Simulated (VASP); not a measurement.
A run of VASP 6.6.1 is set up as follows.

The input INCAR:

```
  PREC = Accurate
  ENCUT = 520
  EDIFF = 1E-6
  ISMEAR = 0
  SIGMA = 0.1
  LREAL = False
  LASPH = True
  NELM = 60
  ALGO = Normal
  ISIF = 2
  LWAVE = False
  LCHARG = False
  GGA = PE
  NBANDS = 26
```

KPOINTS

```
regular mesh
0
Gamma
  4 4 4
```

POSCAR

```
Mo2H5
1.0
    3.6237371322      0.0000000000      0.0000000000
    0.0000000000      3.6237371322      0.0000000000
    0.0000000000      0.0000000000      7.8044397643
H Mo
5 2
Direct
    0.0000000000      0.0000000000      0.0458959582
    0.0000000000      0.0000000000      0.5730261387
    0.0000000000      0.0000000000      0.9494314384
    0.0000000000      0.5000000000      0.6849510198
    0.5000000000      0.0000000000      0.6849510198
    0.0000000000      0.5000000000      0.4719941026
    0.5000000000      0.0000000000      0.4719941026
```

Potentials or basis: VASP PAW PBE potentials, release 64 (H, Mo_sv).

Command:

```console
$ cat potpaw_PBE.64/H/POTCAR potpaw_PBE.64/Mo_sv/POTCAR > POTCAR
$ mpirun -np 1 vasp_std > vasp.out
```

Task: Predict the largest force.

Result: 0.020 eV/Å.

Task: Predict the pressure.

Result: 0.0 GPa.

Forces in eV/Å, atoms in the order of the input:
```
H    0.000  0.000 -0.016
H    0.000  0.000  0.005
H    0.000  0.000  0.020
H    0.000  0.000  0.000
H    0.000  0.000  0.000
Mo   0.000  0.000 -0.005
Mo   0.000  0.000 -0.005
```

Caveat: the k points lie up to 0.43 Å⁻¹ apart.
